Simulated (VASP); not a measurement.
# Bi (Im-3m) in VASP: notebook, part 2 of 2

VASP 6.6.1. The steps go on from the part before.

### 4 Single point, RPBE

This run uses another cell than the first one, of 32.52 Å³/atom, 1.082 times its volume.

File INCAR:

```
SYSTEM = Bi
  PREC = Accurate
  ENCUT = 520
  EDIFF = 1E-7
  ISMEAR = -1
  SIGMA = 0.05
  LREAL = .False.
  LASPH = .True.
  NELM = 80
  ALGO = Normal
  ISIF = 2
  LWAVE = .False.
  LCHARG = .False.
  GGA = RP
  NBANDS = 14
```

File KPOINTS:

```
regular mesh
0
Gamma
  9 9 9
  0 0 0
```

File POSCAR:

```
Bi
1.0
   -2.0106931725      2.0106931725      2.0106931725
    2.0106931725     -2.0106931725      2.0106931725
    2.0106931725      2.0106931725     -2.0106931725
Bi
1
Direct
    0.0000000000      0.0000000000      0.0000000000
```

Started as:

```sh
$ cat potpaw_PBE.64/Bi_d/POTCAR > POTCAR
$ mpirun -np 1 vasp_std > vasp.out
```

It took 14 s on 1 thread of Intel Xeon Platinum 8259CL at 2.50GHz (Skylake/Cascade Lake), shared host; peak memory 0.15 GiB.

The run converged. Its results:

| Item | Value |
| --- | --- |
| Free energy | -3.3794 eV |
| Pressure | -0.1 GPa |

Levels at points of the mesh, in eV from the Fermi level:
```
           k point  band 4  band 5  band 6  band 7  band 8  band 9  band 10  band 11
(0.00, 0.00, 0.00)  -22.93  -22.93  -13.19    4.87    4.87    4.87     8.59    10.46
```

Caveat: the PAW data sets were made with another functional, which shifts forces and pressure a little; spin-orbit coupling is left out, which moves the levels of the heavy elements.

### 5 Relaxation of cell and atoms, RPBE

This run uses another cell than the first one, of 31.12 Å³/atom, 1.035 times its volume.

File INCAR:

```
PREC = Accurate ; ENCUT = 600
EDIFF = 1E-6 ; ISMEAR = -1
SIGMA = 0.05 ; LREAL = F
LASPH = T ; NELM = 100
ALGO = Normal ; ISIF = 3
LWAVE = F ; LCHARG = F
GGA = RP ; IBRION = 2
NSW = 80 ; EDIFFG = -0.005
```

File KPOINTS:

```
Automatic mesh
0
Gamma
  9 9 9
```

File POSCAR:

```
Bi
1.0
   -1.9814305318      1.9814305318      1.9814305318
    1.9814305318     -1.9814305318      1.9814305318
    1.9814305318      1.9814305318     -1.9814305318
Bi
1
Direct
    0.0000000000      0.0000000000      0.0000000000
```

Started as:

```sh
$ cat potpaw_PBE.64/Bi_d/POTCAR > POTCAR
$ mpirun -np 1 vasp_std > vasp.out
```

Run time: 56 s. Hardware: 1 thread of Intel Xeon Platinum 8259CL at 2.50GHz (Skylake/Cascade Lake), shared host; peak memory 0.16 GiB.

The run converged. Its results:

```
Free energy                            : -3.3791 eV
Relaxed volume                         : 32.46 Å³/atom
Relaxed cell                           : a = 3.481 Å, b = 3.481 Å, c = 3.481 Å, α = 109.47°, β = 109.47°, γ = 109.47°
Space group after relaxing (to 0.05 Å) : Im-3m (No. 229)
Energy gained by relaxing              : 9.2 meV/atom
Ionic steps                            : 7
Pressure after relaxing                : 0.0 GPa
```

The path:
| step | energy change (eV) | largest force (eV/Å) | pressure (GPa) | volume (Å³) |
| --- | --- | --- | --- | --- |
| 1 | 0.0000 | 0.0000 | 2.29 | 31.12 |
| 2 | -0.0071 | 0.0000 | -0.92 | 33.16 |
| 3 | -0.0092 | 0.0000 | 0.04 | 32.47 |
| 4 | -0.0092 | 0.0000 | 0.04 | 32.50 |
| 5 | -0.0086 | 0.0000 | -0.51 | 32.83 |
| 6 | -0.0092 | 0.0000 | -0.07 | 32.52 |
| 7 | -0.0092 | 0.0000 | 0.02 | 32.46 |

Final structure:
```yaml
crystal:
  lattice:
    - [-2.00962, 2.00962, 2.00962]
    - [2.00962, -2.00962, 2.00962]
    - [2.00962, 2.00962, -2.00962]
  atoms:
    - { symbol: Bi, position: [0.00000, 0.00000, 0.00000] }
```

Levels at points of the mesh, in eV from the Fermi level:
| k point | band 4 | band 5 | band 6 | band 7 | band 8 | band 9 | band 10 | band 11 |
| --- | --- | --- | --- | --- | --- | --- | --- | --- |
| (0.00, 0.00, 0.00) | -22.93 | -22.93 | -13.20 | 4.88 | 4.88 | 4.88 | 8.61 | 10.46 |

Caveat: the PAW data sets were made with another functional, which shifts forces and pressure a little; spin-orbit coupling is left out, which moves the levels of the heavy elements.

### 6 Relaxation of cell and atoms, PBEsol

This run uses another cell than the first one, of 31.12 Å³/atom, 1.035 times its volume.

File INCAR:

```
PREC = Accurate
ENCUT = 600
EDIFF = 1E-6
ISMEAR = -1
SIGMA = 0.05
LREAL = F
LASPH = T
NELM = 80
ALGO = Normal
ISIF = 3
LWAVE = F
LCHARG = F
GGA = PS
IBRION = 2
NSW = 80
EDIFFG = -0.005
```

KPOINTS is that of step 5.

POSCAR is that of step 5.

Potentials or basis: VASP PAW PBE potentials, release 64 (Bi_d).

Started as:

```sh
$ cat potpaw_PBE.64/Bi_d/POTCAR > POTCAR
$ mpirun -np 1 vasp_std > vasp.out
```

It took 29 s on 1 thread of Intel Xeon Platinum 8259CL at 2.50GHz (Skylake/Cascade Lake), shared host; peak memory 0.17 GiB.

The run converged. Its results:

| Property | Result |
| --- | --- |
| Free energy | -4.2343 eV |
| Relaxed volume | 30.04 Å³/atom |
| Relaxed cell | a = 3.392 Å, b = 3.392 Å, c = 3.392 Å, α = 109.47°, β = 109.47°, γ = 109.47° |
| Space group after relaxing (to 0.05 Å) | Im-3m (No. 229) |
| Energy gained by relaxing | 6.9 meV/atom |
| Ionic steps | 3 |
| Pressure after relaxing | 0.0 GPa |

The path:
```tsv
step	energy change (eV)	largest force (eV/Å)	pressure (GPa)	volume (Å³)
1	0.0000	0.0000	-1.96	31.12
2	-0.0045	0.0000	1.26	29.43
3	-0.0069	0.0000	0.02	30.04
```

Final structure:
```
Bi
1.0
    -1.95826    1.95826    1.95826
     1.95826   -1.95826    1.95826
     1.95826    1.95826   -1.95826
Bi
1
Direct
  0.00000 0.00000 0.00000
```

Levels at points of the mesh, in eV from the Fermi level:
```csv
k point,band 4,band 5,band 6,band 7,band 8,band 9,band 10,band 11
"(0.00, 0.00, 0.00)",-22.90,-22.90,-13.85,5.31,5.31,5.31,9.50,10.41
```

Caveat: the PAW data sets were made with another functional, which shifts forces and pressure a little; spin-orbit coupling is left out, which moves the levels of the heavy elements.

### 7 The runs side by side

| task | level | cell | cutoff (eV) | smearing | gap on the mesh (eV) | pressure (GPa) | relaxed volume (Å³/atom) |
| --- | --- | --- | --- | --- | --- | --- | --- |
| single point | PBEsol | a = 3.393 Å, angles 109.5°, 1 atom | 520 | fermi-dirac 0.05 eV | none | -0.1 | - |
| single point | PBE | a = 3.432 Å, angles 109.5°, 1 atom | 520 | gaussian 0.023 eV | none | 0.8 | - |
| single point | RPBE | a = 3.483 Å, angles 109.5°, 1 atom | 520 | fermi-dirac 0.05 eV | none | -0.1 | - |
| relaxation of cell and atoms | RPBE | relaxed from a = 3.432 Å, angles 109.5°, 1 atom | 600 | fermi-dirac 0.05 eV | none | 0.0 | 32.46 |
| relaxation of cell and atoms | PBEsol | relaxed from a = 3.432 Å, angles 109.5°, 1 atom | 600 | fermi-dirac 0.05 eV | none | 0.0 | 30.04 |

Alike in all rows: potentials or basis VASP PAW PBE potentials, release 64 (Bi_d); no spin polarisation; k mesh 9 × 9 × 9.

Caveats: spin-orbit coupling is left out, which moves the levels of the heavy elements; the PAW data sets were made with another functional, which shifts forces and pressure a little (some runs).

Total energies depend on the potentials used, so only differences within one code and one set of settings carry meaning.
